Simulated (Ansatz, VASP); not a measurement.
**One calculation of BiTe5, two programs**

File INCAR:

```
SYSTEM = BiTe5
ALGO     = Normal         ! electronic algorithm
EDIFF    = 1E-6           ! SCF threshold, eV
EDIFFG   = -0.01          ! ionic threshold
ENCUT    = 600            ! plane-wave cutoff, eV
GGA      = PE             ! functional
IBRION   = 2              ! ionic algorithm
ISIF     = 3              ! what is computed and relaxed
ISMEAR   = 0              ! smearing method
LASPH    = .TRUE.         ! aspherical terms in the spheres
LCHARG   = .FALSE.        ! write CHGCAR
LREAL    = .FALSE.        ! projectors in reciprocal space
LWAVE    = .FALSE.        ! write WAVECAR
NELM     = 80             ! most SCF steps
NSW      = 100            ! ionic steps
PREC     = Accurate       ! precision mode
SIGMA    = 0.1            ! smearing width, eV
```

KPOINTS

```
k-points
0
G
  8 8 8
  0 0 0
```

POSCAR

```
BiTe5
1.0
    0.0000000000      4.6766392100      4.6766392100
    4.6766392100      0.0000000000      4.6766392100
    4.6766392100      4.6766392100      0.0000000000
Bi Te
1 5
Direct
    0.0000000000      0.0000000000      0.0000000000
    0.2500000000      0.2500000000      0.2500000000
    0.1250000000      0.6250000000      0.6250000000
    0.6250000000      0.6250000000      0.6250000000
    0.6250000000      0.1250000000      0.6250000000
    0.6250000000      0.6250000000      0.1250000000
```

Input for Ansatz:

```yaml
crystal:
  lattice:
    - [0.0, 4.67663921, 4.67663921]
    - [4.67663921, 0.0, 4.67663921]
    - [4.67663921, 4.67663921, 0.0]
  atoms:
    - { symbol: Bi, position: [0.0, 0.0, 0.0] }
    - { symbol: Te, position: [0.25, 0.25, 0.25] }
    - { symbol: Te, position: [0.125, 0.625, 0.625] }
    - { symbol: Te, position: [0.625, 0.625, 0.625] }
    - { symbol: Te, position: [0.625, 0.125, 0.625] }
    - { symbol: Te, position: [0.625, 0.625, 0.125] }
basis:
  ecutwfc: 420
kpoints:
  mp_grid: { grid: [8, 8, 8] }
hamiltonian:
  xc: pbe
scf:
  occupations: { method: gaussian, width: 0.1 }
output:
  forces: true
  stress: true
  eigenvalues: true
relax:
  adjacent_minimum: "off"
  f_tol: 0.01
  max_steps: 80
  cell: { stress_tol: 0.05 }
```

Change from the starting cell: species swapped into the ZrCu5 type (F-43m, No. 216).

Alike in both runs: task relaxation of cell and atoms; functional PBE; k mesh 8 × 8 × 8; occupations gaussian, width 0.1 eV; no spin polarisation.

|  | VASP | Ansatz |
| --- | --- | --- |
| version | VASP 6.6.1 | Ansatz 0.2.0 |
| potentials or method | VASP PAW PBE potentials, release 64 (Bi_d, Te), cutoff 600 eV | scalar-relativistic, plane waves, PAW |
| valence electrons in the cell | 45 | 95 |

```tsv
	VASP	Ansatz	Ansatz less VASP
gap on the k mesh at the Fermi level, each at its own relaxed structure (eV)	none	none	-
relaxed volume (Å³/atom)	30.31	30.40	+0.091
relaxed cell length with the largest relative difference (Å)	6.360	6.366	+0.0064
```

A gap of «none» marks a metal or a gap that the smearing closes. VASP's potentials hold 45 valence electrons a cell and Ansatz's 95, so a difference there can come from the potentials and not from the codes.

Spin-orbit coupling is off throughout.
